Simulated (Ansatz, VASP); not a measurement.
Two plane-wave programs on Y

```xyz
2
Lattice="3.6515 0.0000 0.0000 -1.8257 3.1623 0.0000 0.0000 0.0000 5.7474" Properties=species:S:1:pos:R:3 pbc="T T T"
Y     0.0000    2.3082    1.4368
Y     1.8257    1.0541    4.3106
```

Alike in both runs: task single point; functional PBE; k mesh 18 × 18 × 8; occupations gaussian, width 0.15 eV; no spin polarisation.

```csv
,VASP,Ansatz
version,VASP 6.6.1,Ansatz 0.2.0
potentials or method,"VASP PAW PBE potentials, release 64 (Y_sv), cutoff 520 eV","scalar-relativistic, plane waves, PAW"
valence electrons in the cell,22,22
```

|  | VASP | Ansatz | Ansatz less VASP |
| --- | --- | --- | --- |
| gap on the k mesh at the Fermi level (eV) | none | none | - |
| pressure (GPa) | -0.5 | -0.4 | +0.10 |
| traceless stress, the component that is largest in VASP (GPa) | 0.70 | 0.71 | +0.008 |
| rms of the force components (eV/Å) | 0.145 | 0.144 | -0.0004 |

Atom by atom the forces differ by 0.000 eV/Å (rms over components). A gap of «none» marks a metal or a gap that the smearing closes. With one functional, cell and mesh, what is left measures potentials, basis and numerics.
